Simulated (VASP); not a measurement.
# ZnSb2O (P6/mmm) in VASP: a series of runs

The runs below take ZnSb2O through single point, relaxation of cell and atoms, with PBE.

Everything below comes from runs of VASP 6.6.1. Logs are shortened: lines on timing, memory, paths and dates and some standing lists are left out, and cuts for length are marked.

### 1 The cell of the first run

It takes space group P6/mmm (No. 191, hexagonal). Conventional cell: a = 3.277 Å, b = 3.277 Å, c = 9.849 Å, α = 90.00°, β = 90.00°, γ = 120.00°. Within 3.9 Å of Zn (site symmetry 6/mmm) lie 2 Sb at 2.94 Å and 6 Zn at 3.28 Å. Within 2.6 Å of Sb (site symmetry 6mm) lie 1 O at 1.98 Å. O (site symmetry 6/mmm) has 2 Sb at 1.98 Å within 2.6 Å.

The cell was generated, and may not be a known phase.

### 2 Single point, PBE

Input file INCAR:

```
  ALGO = Normal
  EDIFF = 1E-6
  ENCUT = 520
  GGA = PE
  ISIF = 2
  ISMEAR = 0
  LASPH = T
  LCHARG = F
  LREAL = F
  LWAVE = F
  NBANDS = 22
  NELM = 80
  PREC = Accurate
  SIGMA = 0.1
```

Input file KPOINTS:

```
k-points
0
Gamma
  6 6 4
```

Input file POSCAR:

```
ZnSb2O
1.0
    3.2770421447      0.0000000023      0.0000000000
   -1.6385210744      2.8380017454      0.0000000000
    0.0000000000      0.0000000000      9.8485151218
Zn Sb O
1 2 1
Direct
    0.0000000000      0.0000000000      0.5000000000
    0.0000000000      0.0000000000      0.2013592856
    0.0000000000      0.0000000000      0.7986407144
    0.0000000000      0.0000000000      0.0000000000
```

Potentials or basis: VASP PAW PBE potentials, release 64 (Zn, Sb, O).

On the command line:

```console
cat potpaw_PBE.64/Zn/POTCAR potpaw_PBE.64/Sb/POTCAR potpaw_PBE.64/O/POTCAR > POTCAR
mpirun -np 1 vasp_std > vasp.out
```

OUTCAR:

```text
EDIFF = 1E-6
   ENCUT = 520
   GGA = PE
   ISIF = 2
   ISMEAR = 0
   LASPH = T
   LREAL = F
   NELM = 80
   PREC = Accurate

 ion  position               nearest neighbor table
   1  0.000  0.000  0.500-   2 2.94   3 2.94
   2  0.000  0.000  0.201-   4 1.98   1 2.94
   3  0.000  0.000  0.799-   4 1.98   1 2.94
   4  0.000  0.000  0.000-   2 1.98   3 1.98

  LATTYP: Found a hexagonal cell.
 ALAT       =     3.2770421447
 C/A-ratio  =     3.0053062142

  Lattice vectors:

 A1 = (   3.2770421447,   0.0000000023,   0.0000000000)
 A2 = (  -1.6385210744,   2.8380017454,   0.0000000000)
 A3 = (   0.0000000000,   0.0000000000,   9.8485151218)

Analysis of symmetry for initial positions (statically):
=====================================================================
 Subroutine PRICEL returns:
 Original cell was already a primitive cell.

 Routine SETGRP: Setting up the symmetry group for a
 hexagonal supercell.

 Subroutine GETGRP returns: Found 24 space group operations
 (whereof 24 operations were pure point group operations)
 out of a pool of 24 trial point group operations.

The static configuration has the point symmetry D_6h.

Analysis of symmetry for dynamics (positions and initial velocities):
=====================================================================
 Subroutine PRICEL returns:
 Original cell was already a primitive cell.

 Routine SETGRP: Setting up the symmetry group for a
 hexagonal supercell.

 Subroutine GETGRP returns: Found 24 space group operations
 (whereof 24 operations were pure point group operations)
 out of a pool of 24 trial point group operations.

The dynamic configuration has the point symmetry D_6h.

 Subroutine INISYM returns: Found 24 space group operations
 (whereof 24 operations are pure point group operations),
 and found     1 'primitive' translations

[... 77 lines left out ...]
   number of dos      NEDOS =    301   number of ions     NIONS =      4
   total plane-waves  NPLWV =  46080
   dimension x,y,z NGX =    24 NGY =   24 NGZ =   80
   dimension x,y,z NGXF=    48 NGYF=   48 NGZF=  160
   ions per type =               1   2   1
   NGX,Y,Z   is equivalent  to a cutoff of  12.18, 12.18, 13.50 a.u.
   NGXF,Y,Z  is equivalent  to a cutoff of  24.35, 24.35, 27.01 a.u.
 SYSTEM =  unknown system
   PREC   = accura    normal or accurate (medium, high low for compatibility)
   ISTART =      0    job   : 0-new  1-cont  2-samecut
   ICHARG =      2    charge: 1-file 2-atom 10-const
   ISPIN  =      1    spin polarized calculation?
   LNONCOLLINEAR =      F non collinear calculations
   LSORBIT =      F    spin-orbit coupling
   LASPH  =      T    aspherical Exc in radial PAW
   ENCUT  =  520.0 eV  38.22 Ry    6.18 a.u.   6.09  6.09 18.31*2*pi/ulx,y,z
   NELM   =     80;   NELMIN=  2; NELMDL= -5     # of ELM steps
   EDIFF  = 0.1E-05   stopping-criterion for ELM
   LREAL  =      F    real-space projection
[... 7 lines left out ...]
   TEBEG  =    0.0;   TEEND  =   0.0 temperature during run
   PSTRESS=    0.0 pullay stress
   NELECT =      28.0000    total number of electrons
   NUPDOWN=      -1.0000    fix difference up-down
   EMIN   =  10.00;   EMAX   =-10.00  energy-range for DOS
   EFERMI =   0.00;   METHOD = LEGACY
   ISMEAR =     0;   SIGMA  =   0.10  broadening in eV -4-tet -1-fermi 0-gaus
   EFERMI_NEDOS =   21; number of points for ismear=-14 and -15
   IALGO  =     38    algorithm
   IMIX   =      4    mixing-type and parameters
     AMIX     =   0.40;   BMIX     =  1.00
     AMIX_MAG =   1.60;   BMIX_MAG =  1.00
  volume/ion in A,a.u.               =      22.90       154.53
  Fermi-wavevector in a.u.,A,eV,Ry     =   1.102823  2.084033 16.547649  1.216218
  Thomas-Fermi vector in A             =   2.239271
   LORBIT       =      0    0 simple, 1 ext, 2 COOP (PROOUT), +10 PAW based schemes
   GGA     = PE    functional components
   LHFCALC =     F    Hartree Fock is set to
   AEXX    =    0.0000 exact exchange contribution
   IVDW    =     0    specifies the selected vdW correction
   LEPSILON=     F    determine dielectric tensor
   LRPA    =     F    only Hartree local field effects (RPA)
 non-spin polarized calculation
 Gauss-broadening in eV      SIGMA  =   0.10
  energy-cutoff  :      520.00
  volume of cell :       91.59
 maximum number of plane-waves:      2508
   NGX = 13   NGY = 13   NGZ = 37

 number of electron      28.0000022 magnetization

 Free energy of the ion-electron system (eV)
  ---------------------------------------------------
  ext. energy  EPLUGINS =         0.00000000
  ---------------------------------------------------
  free energy    TOTEN  =       -14.82107961 eV

  energy without entropy =      -14.80455076  energy(sigma->0) =      -14.81281519

 E-fermi :   5.0328     XC(G=0):  -9.6162

 val. band max:        5.0305515841   @ k =   0.5000   0.0000   0.5000
 cond. band min:       5.1502403001   @ k =   0.5000   0.0000   0.2500
 fundamental gap:      0.1196887160
 Fermi energy:         5.0327760349

 k-point     1 :       0.0000    0.0000    0.0000
  band No.  band energies     occupation
      1     -14.0529      2.00000
      2      -7.1140      2.00000
      3      -5.7436      2.00000
      4      -1.9758      2.00000
      5      -1.8020      2.00000
      6      -1.8020      2.00000
[... 514 lines left out ...]
     21      11.5476      0.00000
     22      12.4448      0.00000

------------------------ aborting loop because EDIFF is reached ----------------------------------------

  FORCE on cell =-STRESS in cart. coord.  units (eV):
  Direction    XX          YY          ZZ          XY          YZ          ZX
  --------------------------------------------------------------------------------------
  -------------------------------------------------------------------------------------
  Total        0.0036803      0.0036803      0.3231470     -0.0000000     -0.0000000      0.0000000
  in kB        0.0643760      0.0643760      5.6525604     -0.0000000     -0.0000000      0.0000000
  external PRESSURE =       1.9271041 kB  Pullay stress =       0.0000000 kB

 VOLUME and BASIS-vectors are now :
 -----------------------------------------------------------------------------
  energy-cutoff  :      520.00
  volume of cell :       91.59
      direct lattice vectors                 reciprocal lattice vectors
     3.277042145  0.000000002  0.000000000     0.305153231  0.176180301  0.000000000
    -1.638521074  2.838001745  0.000000000    -0.000000000  0.352360601  0.000000000
     0.000000000  0.000000000  9.848515122     0.000000000  0.000000000  0.101538149

 POSITION                                       TOTAL-FORCE (eV/Angst)
 -----------------------------------------------------------------------------------
      0.00000      0.00000      4.92426         0.000000     -0.000000      0.000000
      0.00000      0.00000      1.98309        -0.000000     -0.000000      0.026738
      0.00000      0.00000      7.86543        -0.000000      0.000000     -0.026738
      0.00000      0.00000      0.00000         0.000000     -0.000000      0.000000
 -----------------------------------------------------------------------------------
    total drift:                                0.000000      0.000000      0.000000

  FREE ENERGIE OF THE ION-ELECTRON SYSTEM (eV)
  ---------------------------------------------------
  free  energy   TOTEN  =       -14.8210796132 eV

  energy  without entropy=      -14.8045507600  energy(sigma->0) =      -14.81281519
```

OSZICAR:

```text
N       E                     dE             d eps       ncg     rms          rms(c)
DAV:   1     0.162460451352E+03    0.16246E+03   -0.11519E+04   924   0.123E+03
DAV:   2    -0.324773960135E+00   -0.16279E+03   -0.15263E+03  1064   0.267E+02
DAV:   3    -0.169483844762E+02   -0.16624E+02   -0.16320E+02  1118   0.821E+01
DAV:   4    -0.172503233098E+02   -0.30194E+00   -0.30143E+00  1062   0.118E+01
DAV:   5    -0.172535774269E+02   -0.32541E-02   -0.32539E-02  1108   0.128E+00    0.978E+00
DAV:   6    -0.149620083260E+02    0.22916E+01   -0.88314E+00  1204   0.287E+01    0.548E+00
DAV:   7    -0.148492660444E+02    0.11274E+00   -0.22889E+00   944   0.839E+00    0.221E+00
DAV:   8    -0.148258942545E+02    0.23372E-01   -0.26800E-01  1050   0.308E+00    0.702E-01
DAV:   9    -0.148205580227E+02    0.53362E-02   -0.27477E-02  1148   0.964E-01    0.201E-01
DAV:  10    -0.148209229994E+02   -0.36498E-03   -0.48430E-03  1092   0.468E-01    0.729E-02
DAV:  11    -0.148210485711E+02   -0.12557E-03   -0.28087E-04  1096   0.113E-01    0.382E-02
DAV:  12    -0.148210847484E+02   -0.36177E-04   -0.13345E-04  1074   0.652E-02    0.161E-02
DAV:  13    -0.148210813690E+02    0.33794E-05   -0.42181E-05  1142   0.374E-02    0.591E-03
DAV:  14    -0.148210797689E+02    0.16001E-05   -0.46833E-06   996   0.135E-02    0.234E-03
DAV:  15    -0.148210796132E+02    0.15575E-06   -0.13451E-06   658   0.671E-03
   1 F= -.14821080E+02 E0= -.14812815E+02  d E =-.165289E-01
```

Wall time 54 s (1 thread of Oxide Virtual Turin-like, shared host); peak memory 0.19 GiB.

Results:

```
Free energy            : -14.8211 eV
Pressure               : 0.2 GPa
Largest force          : 0.027 eV/Å
Band gap on the k mesh : zero (bands 14 and 15 overlap by 4.75 eV)
```

Forces on the atoms (eV/Å):
```
Zn   0.000  0.000  0.000
Sb   0.000  0.000  0.027
Sb   0.000  0.000 -0.027
O    0.000  0.000  0.000
```

Stress tensor (GPa, compression positive):
```
0.01 0.00 0.00
0.00 0.01 0.00
0.00 0.00 0.57
```

Levels at points of the mesh, in eV from the Fermi level:
```csv
k point,band 12,band 13,band 14,band 15,band 16,band 17
"(0.00, 0.00, 0.00)",-2.48,0.26,0.91,5.31,5.31,5.86
"(0.50, 0.00, 0.00)",-2.93,-2.59,-1.39,0.23,2.34,2.92
"(0.00, 0.00, 0.50)",-2.48,-1.94,3.19,4.90,5.24,5.24
"(0.50, 0.00, 0.50)",-2.93,-2.38,-0.42,0.00,1.20,2.26
```

Caveat: the k points lie up to 0.37 Å⁻¹ apart, too coarse for converged energies and pressures of a metal; spin-orbit coupling is left out, which moves the levels of the heavy elements.

(Continued in part 2 of 2.)

The gap in the log of VASP goes by the Fermi energy; the results here count the filled bands.